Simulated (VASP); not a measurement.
# TiTe2 (P-3m1) in VASP: relaxation of shape and atoms at fixed volume with PBEsol

Aim: the relaxation of shape and atoms at fixed volume of TiTe2 with PBEsol.

Everything below comes from runs of VASP 6.6.1. Logs are shortened: lines on timing, memory, paths and dates and some standing lists are left out, and cuts for length are marked.

## (1) The cell of the first run

Symmetry: P-3m1, No. 164, trigonal system. Conventional cell: a = 3.768 Å, b = 3.768 Å, c = 6.759 Å, α = 90.00°, β = 90.00°, γ = 120.00°. Within 3.8 Å of Ti (site symmetry -3m) lie 6 Te at 2.78 Å and 6 Ti at 3.77 Å. Te (site symmetry 3m) has 3 Ti at 2.78 Å and 12 Te at 3.77 to 4.10 Å within 4.1 Å.

## (2) Relaxation of shape and atoms at fixed volume, PBEsol (27.70 Å³/atom)

The input, INCAR:

```
SYSTEM = TiTe2
ALGO     = Normal         ! electronic algorithm
EDIFF    = 1E-6           ! SCF threshold, eV
EDIFFG   = -0.01          ! ionic threshold
ENCUT    = 600            ! plane-wave cutoff, eV
GGA      = PS             ! functional
IBRION   = 2              ! ionic algorithm
ISIF     = 4              ! what is computed and relaxed
ISMEAR   = 0              ! smearing method
LASPH    = .True.         ! aspherical terms in the spheres
LCHARG   = .False.        ! write CHGCAR
LREAL    = .False.        ! projectors in reciprocal space
LWAVE    = .False.        ! write WAVECAR
NELM     = 60             ! most SCF steps
NSW      = 50             ! ionic steps
PREC     = Accurate       ! precision mode
SIGMA    = 0.1            ! smearing width, eV
```

The input, KPOINTS:

```
k-points
0
Gamma
  15 15 8
  0 0 0
```

The input, POSCAR:

```
TiTe2
1.0
    3.7680964642      0.0000000000      0.0000000000
   -1.8840482321      3.2632672619      0.0000000000
    0.0000000000      0.0000000000      6.7586603052
Ti Te
1 2
Direct
    0.0000000000      0.0000000000      0.0000000000
    0.6666666667      0.3333333333      0.2567784471
    0.3333333333      0.6666666667      0.7432215529
```

Potentials or basis: VASP PAW PBE potentials, release 64 (Ti_sv, Te).

The run is started by

```console
> cat potpaw_PBE.64/Ti_sv/POTCAR potpaw_PBE.64/Te/POTCAR > POTCAR
> mpirun -np 1 vasp_std > vasp.out
```

OUTCAR:

```text
SYSTEM = TiTe2
   EDIFF = 1E-6
   EDIFFG = -0.01
   ENCUT = 600
   GGA = PS
   IBRION = 2
   ISIF = 4
   ISMEAR = 0
   LASPH = .True.
   LREAL = .False.
   NELM = 60
   NSW = 50
   PREC = Accurate

 ion  position               nearest neighbor table
   1  0.000  0.000  0.000-   2 2.78   3 2.78   3 2.78   2 2.78   2 2.78   3 2.78
   2  0.667  0.333  0.257-   1 2.78   1 2.78   1 2.78
   3  0.333  0.667  0.743-   1 2.78   1 2.78   1 2.78

  LATTYP: Found a hexagonal cell.
 ALAT       =     3.7680964642
 C/A-ratio  =     1.7936537372

  Lattice vectors:

 A1 = (   3.7680964642,   0.0000000000,   0.0000000000)
 A2 = (  -1.8840482321,   3.2632672619,   0.0000000000)
 A3 = (   0.0000000000,   0.0000000000,   6.7586603052)

Analysis of symmetry for initial positions (statically):
=====================================================================
 Subroutine PRICEL returns:
 Original cell was already a primitive cell.

 Routine SETGRP: Setting up the symmetry group for a
 hexagonal supercell.

 Subroutine GETGRP returns: Found 12 space group operations
 (whereof 12 operations were pure point group operations)
 out of a pool of 24 trial point group operations.

The static configuration has the point symmetry D_3d.

Analysis of symmetry for dynamics (positions and initial velocities):
=====================================================================
 Subroutine PRICEL returns:
 Original cell was already a primitive cell.

 Routine SETGRP: Setting up the symmetry group for a
 hexagonal supercell.

 Subroutine GETGRP returns: Found 12 space group operations
 (whereof 12 operations were pure point group operations)
 out of a pool of 24 trial point group operations.

The dynamic configuration has the point symmetry D_3d.

 Subroutine INISYM returns: Found 12 space group operations
 (whereof 12 operations are pure point group operations),
 and found     1 'primitive' translations

----------------------------------------------------------------------------------------

                                     Primitive cell

  volume of cell :      83.1066

  direct lattice vectors                    reciprocal lattice vectors
     3.768096464  0.000000000  0.000000000     0.265385987  0.153220671  0.000000000
    -1.884048232  3.263267262  0.000000000     0.000000000  0.306441342  0.000000000
     0.000000000  0.000000000  6.758660305     0.000000000  0.000000000  0.147958316

  length of vectors
[... 96 lines left out ...]
   NUPDOWN=      -1.0000    fix difference up-down
   EMIN   =  10.00;   EMAX   =-10.00  energy-range for DOS
   EFERMI =   0.00;   METHOD = LEGACY
   ISMEAR =     0;   SIGMA  =   0.10  broadening in eV -4-tet -1-fermi 0-gaus
   EFERMI_NEDOS =   21; number of points for ismear=-14 and -15
   IALGO  =     38    algorithm
   IMIX   =      4    mixing-type and parameters
     AMIX     =   0.40;   BMIX     =  1.00
     AMIX_MAG =   1.60;   BMIX_MAG =  1.00
  volume/ion in A,a.u.               =      27.70       186.94
  Fermi-wavevector in a.u.,A,eV,Ry     =   1.082099  2.044870 15.931569  1.170937
  Thomas-Fermi vector in A             =   2.218132
   LORBIT       =      0    0 simple, 1 ext, 2 COOP (PROOUT), +10 PAW based schemes
   GGA     = PS    functional components
   LHFCALC =     F    Hartree Fock is set to
   AEXX    =    0.0000 exact exchange contribution
   IVDW    =     0    specifies the selected vdW correction
   LEPSILON=     F    determine dielectric tensor
   LRPA    =     F    only Hartree local field effects (RPA)
 conjugate gradient relaxation of ions
 non-spin polarized calculation
 Gauss-broadening in eV      SIGMA  =   0.10
  energy-cutoff  :      600.00
  volume of cell :       83.11
 maximum number of plane-waves:      2801
 NGX is ok and might be reduce to    30
   NGX = 15   NGY = 15   NGZ = 27

--------------------------------------- Ionic step        1  -------------------------------------------

 number of electron      24.0000004 magnetization

 Free energy of the ion-electron system (eV)
  ---------------------------------------------------
  ext. energy  EPLUGINS =         0.00000000
  ---------------------------------------------------
  free energy    TOTEN  =       -17.48609449 eV

  energy without entropy =      -17.47837875  energy(sigma->0) =      -17.48223662

------------------------ aborting loop because EDIFF is reached ----------------------------------------

  FORCE on cell =-STRESS in cart. coord.  units (eV):
  Direction    XX          YY          ZZ          XY          YZ          ZX
  --------------------------------------------------------------------------------------
  -------------------------------------------------------------------------------------
  Total       -1.5619743     -1.5619743     -1.5871911      0.0000000      0.0000000      0.0000000
  in kB      -30.1126657    -30.1126657    -30.5988102      0.0000000      0.0000000      0.0000000
  external PRESSURE =     -30.2747138 kB  Pullay stress =       0.0000000 kB
[... 209 lines left out ...]
--------------------------------------- Ionic step        7  -------------------------------------------

 number of electron      24.0000007 magnetization

 Free energy of the ion-electron system (eV)
  ---------------------------------------------------
  ext. energy  EPLUGINS =         0.00000000
  ---------------------------------------------------
  free energy    TOTEN  =       -17.49493669 eV

  energy without entropy =      -17.48709515  energy(sigma->0) =      -17.49101592

 E-fermi :   6.2674     XC(G=0):  -9.7871

 val. band max:        6.2585265260   @ k =   0.0000   0.4000   0.2500
 cond. band min:       6.2732683081   @ k =   0.4000   0.0667   0.3750
 fundamental gap:      0.0147417821
 Fermi energy:         6.2673792574

 k-point     1 :       0.0000    0.0000    0.0000
  band No.  band energies     occupation
      1     -50.9474      2.00000
      2     -27.3029      2.00000
      3     -27.3029      2.00000
      4     -27.2740      2.00000
      5      -6.0667      2.00000
      6      -4.8621      2.00000
[... 433 lines left out ...]
      3     -27.3246      2.00000
      4     -27.2618      2.00000
      5      -4.1493      2.00000
      6      -4.0721      2.00000
[... 8 lines left out ...]
     15       7.6892      0.00000
     16       8.4592      0.00000

 [... further k-points ...]

------------------------ aborting loop because EDIFF is reached ----------------------------------------

  FORCE on cell =-STRESS in cart. coord.  units (eV):
  Direction    XX          YY          ZZ          XY          YZ          ZX
  --------------------------------------------------------------------------------------
  -------------------------------------------------------------------------------------
  Total       -0.8558720     -0.8558720     -0.8768172      0.0000000     -0.0000000     -0.0000000
  in kB      -16.5000062    -16.5000062    -16.9038004      0.0000000     -0.0000000     -0.0000000
  external PRESSURE =     -16.6346043 kB  Pullay stress =       0.0000000 kB
[... 18 lines left out ...]
  FREE ENERGIE OF THE ION-ELECTRON SYSTEM (eV)
  ---------------------------------------------------
  free  energy   TOTEN  =       -17.4949366945 eV

  energy  without entropy=      -17.4870951469  energy(sigma->0) =      -17.49101592

 reached required accuracy - stopping structural energy minimisation
```

Run time: 9.6 min. Hardware: 1 thread of Intel Xeon 6975P-C (Granite Rapids), shared host; peak memory 0.47 GiB.

Results:

```
Free energy                  : -17.4949 eV
Energy gained by relaxing    : 2.9 meV/atom
Ionic steps                  : 7
Pressure after relaxing      : -1.7 GPa
Largest force after relaxing : 0.009 eV/Å
Band gap on the k mesh       : zero (bands 12 and 13 overlap by 0.72 eV)
```

Forces in eV/Å, atoms in the order of the input:
```
Ti   0.000  0.000  0.000
Te   0.000  0.000 -0.009
Te   0.000  0.000  0.009
```

Step by step:
| step | energy change (eV) | largest force (eV/Å) | pressure (GPa) | volume (Å³) |
| --- | --- | --- | --- | --- |
| 1 | 0.0000 | 0.2199 | -3.03 | 83.11 |
| 2 | -0.0037 | 0.1307 | -2.68 | 83.11 |
| 3 | -0.0056 | 0.0133 | -2.21 | 83.11 |
| 4 | -0.0069 | 0.0124 | -2.09 | 83.11 |
| 5 | -0.0084 | 0.0106 | -1.90 | 83.11 |
| 6 | -0.0083 | 0.0080 | -1.44 | 83.11 |
| 7 | -0.0088 | 0.0087 | -1.66 | 83.11 |

Final structure:
```
CELL_PARAMETERS angstrom
3.73072 0.00000 0.00000
-1.86536 3.23090 0.00000
0.00000 0.00000 6.89476
ATOMIC_POSITIONS crystal
Ti 0.00000 0.00000 0.00000
Te 0.66667 0.33333 0.25071
Te 0.33333 0.66667 0.74929
```

Levels at points of the mesh, in eV from the Fermi level:
| k point | band 10 | band 11 | band 12 | band 13 | band 14 | band 15 |
| --- | --- | --- | --- | --- | --- | --- |
| (0.00, 0.00, 0.00) | -0.04 | 0.25 | 0.41 | 0.41 | 1.21 | 1.21 |
| (0.00, 0.00, 0.50) | -1.51 | 0.41 | 0.41 | 0.87 | 1.05 | 1.05 |

Caveat: the PAW data sets were made with another functional, which shifts forces and pressure a little; spin-orbit coupling is left out, which moves the levels of the heavy elements; this functional lacks dispersion, which binds the layers, so the pressure and a relaxed spacing across them are unreliable.
